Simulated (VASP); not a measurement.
Wanted: the native input for a VASP 6.6.1 run.

```yaml
Task: single point
Functional: r2SCAN
Potentials_or_basis: VASP PAW PBE potentials, release 64 (Ga_d, As)
Cutoff: 520 eV
k_mesh: 12 × 12 × 12
Occupations: gaussian, width 0.02 eV
Spin: no spin polarisation
Dipole_correction: no
Further_INCAR_settings: ALGO = Normal; EDIFF = 1e-06; NBANDS = 16
```

Crystal: GaAs.

```
CELL_PARAMETERS angstrom
0.00000 2.87269 2.87269
2.87269 0.00000 2.87269
2.87269 2.87269 0.00000
ATOMIC_POSITIONS crystal
Ga 0.00000 0.00000 0.00000
As 0.25000 0.25000 0.25000
```

One way to write it, as run:

POSCAR

```
GaAs
1.0
    0.0000000000      2.8726922825      2.8726922825
    2.8726922825      0.0000000000      2.8726922825
    2.8726922825      2.8726922825      0.0000000000
Ga As
1 1
Direct
    0.0000000000      0.0000000000      0.0000000000
    0.2500000000      0.2500000000      0.2500000000
```

INCAR.step1

```
  ALGO = Normal
  EDIFF = 1E-4
  ENCUT = 520
  GGA = PE
  ISMEAR = 0
  LASPH = True
  LCHARG = False
  LREAL = False
  LWAVE = True
  NBANDS = 16
  NELM = 80
  PREC = Accurate
  SIGMA = 0.02
```

INCAR.step2

```
  ALGO = Normal
  EDIFF = 1E-6
  ENCUT = 520
  ISIF = 2
  ISMEAR = 0
  ISTART = 1
  LASPH = True
  LCHARG = False
  LMIXTAU = True
  LREAL = False
  LWAVE = False
  METAGGA = R2SCAN
  NBANDS = 16
  NELM = 80
  PREC = Accurate
  SIGMA = 0.02
```

KPOINTS

```
k-points
0
Gamma
  12 12 12
```

Potentials or basis: VASP PAW PBE potentials, release 64 (Ga_d, As).

Command:

```bash
$ cat potpaw_PBE.64/Ga_d/POTCAR potpaw_PBE.64/As/POTCAR > POTCAR
$ cp INCAR.step1 INCAR
$ mpirun -np 1 vasp_std > vasp.out
$ cp INCAR.step2 INCAR
$ mpirun -np 1 vasp_std > vasp.out
```

It gave:

The pressure is -2.6 GPa and the band gap on the k mesh is 0.61 eV, direct.

Caveat: the PAW data sets were made with another functional, which shifts forces and pressure a little.

Run time: 3.1 min on 1 thread of Intel(R) Xeon(R) Platinum 8259CL CPU @ 2.50GHz (Skylake/Cascade Lake), on a shared host, peak memory 0.2 GiB.
